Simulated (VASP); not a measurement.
Input of a VASP 6.6.1 run:

The input INCAR:

```
SYSTEM = BaS
  PREC = Accurate
  ENCUT = 520
  EDIFF = 1E-7
  ISMEAR = 0
  SIGMA = 0.01
  LREAL = .False.
  LASPH = .True.
  NELM = 100
  ALGO = Normal
  ISIF = 2
  LWAVE = .False.
  LCHARG = .False.
  GGA = PS
  NBANDS = 15
```

File KPOINTS:

```
regular mesh
0
Gamma
  8 8 8
  0 0 0
```

File POSCAR:

```
BaS
1.0
    0.0000000000      2.9576498737      2.9576498737
    2.9576498737      0.0000000000      2.9576498737
    2.9576498737      2.9576498737      0.0000000000
Ba S
1 1
Direct
    0.0000000000      0.0000000000      0.0000000000
    0.5000000000      0.5000000000      0.5000000000
```

Potentials or basis: VASP PAW PBE potentials, release 64 (Ba_sv, S).

Run with:

```bash
$ cat potpaw_PBE.64/Ba_sv/POTCAR potpaw_PBE.64/S/POTCAR > POTCAR
$ mpirun -np 1 vasp_std > vasp.out
```

(1) Predict the pressure.

(2) Estimate the band gap on the k mesh.

Answers

(1) 16.4 GPa.

(2) 1.32 eV, direct.

Caveat: the PAW data sets were made with another functional, which shifts forces and pressure a little; spin-orbit coupling is left out, which moves the levels of the heavy elements.
